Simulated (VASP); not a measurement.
V4O: single point with PBE

The system is V4O, a slab with vacuum.

```xyz
5
Lattice="2.9972 0.0000 0.0000 0.0000 2.9972 0.0000 0.0000 0.0000 21.3334" Properties=species:S:1:pos:R:3 pbc="T T T"
V     1.4986    1.4986    4.0000
V     0.0000    0.0000    5.4986
V     1.4986    1.4986    6.9700
V     0.0000    0.0000    8.3334
O     1.4986    1.4986    9.7034
```

```
Program                : VASP 6.6.1
Task                   : single point
Functional             : PBE
Potentials or basis    : VASP PAW PBE potentials, release 64 (V_sv, O)
Cutoff                 : 520 eV
k mesh                 : 9 × 9 × 1
Occupations            : gaussian, width 0.1 eV
Spin                   : no spin polarisation
Dipole correction      : yes
Further INCAR settings : ALGO = Normal; EDIFF = 1e-07; NBANDS = 37
```

```yaml
Largest_force: 5.053 eV/Å
Band_gap_on_the_k_mesh: zero (band 29 reaches -0.78 eV, above the bottom of band 30 at -0.83 eV)
```

Forces on the atoms (eV/Å):
```
V    0.000  0.000  0.689
V    0.000  0.000 -0.528
V    0.000  0.000 -0.214
V    0.000  0.000  5.053
O    0.000  0.000 -5.001
```

Levels at points of the mesh, in eV from the Fermi level:
```
           k point  band 26  band 27  band 28  band 29  band 30  band 31  band 32  band 33
(0.00, 0.00, 0.00)    -0.10    -0.07     0.01     0.05     0.10     0.10     0.27     0.27
```

It took 110 s on 1 thread of Intel(R) Xeon(R) 6975P-C (Granite Rapids) (shared host), peak memory 0.33 GiB.

Caveat: the run has no spin polarisation, though such a crystal can be magnetic. With open d or f shells a metallic result of PBE can be an artefact of self-interaction; +U or a hybrid may open a gap.
